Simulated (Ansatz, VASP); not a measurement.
Rh in VASP and in Ansatz

```xyz
2
Lattice="2.6888 0.0000 0.0000 -1.3444 2.3286 0.0000 0.0000 0.0000 4.3294" Properties=species:S:1:pos:R:3 pbc="T T T"
Rh    1.3444    0.7762    3.2470
Rh    0.0000    1.5524    1.0823
```

Alike in both runs: task single point; functional PBEsol; k mesh 21 × 21 × 12; occupations gaussian, width 0.15 eV; no spin polarisation.

```csv
,VASP,Ansatz
version,VASP 6.6.1,Ansatz 0.2.0
potentials or method,"VASP PAW PBE potentials, release 64 (Rh_pv), cutoff 520 eV","scalar-relativistic, plane waves, PAW"
valence electrons in the cell,30,34
```

```tsv
	VASP	Ansatz	Ansatz less VASP
gap on the k mesh at the Fermi level (eV)	none	none	-
pressure (GPa)	0.1	0.1	+0.03
traceless stress, the component that is largest in VASP (GPa)	0.44	0.44	-0.001
```

VASP's potentials were made for PBE, not for PBEsol, and Ansatz warns of the same on its side. A gap of «none» marks a metal or a gap that the smearing closes. VASP's potentials hold 30 valence electrons a cell and Ansatz's 34, so a difference there can come from the potentials and not from the codes.
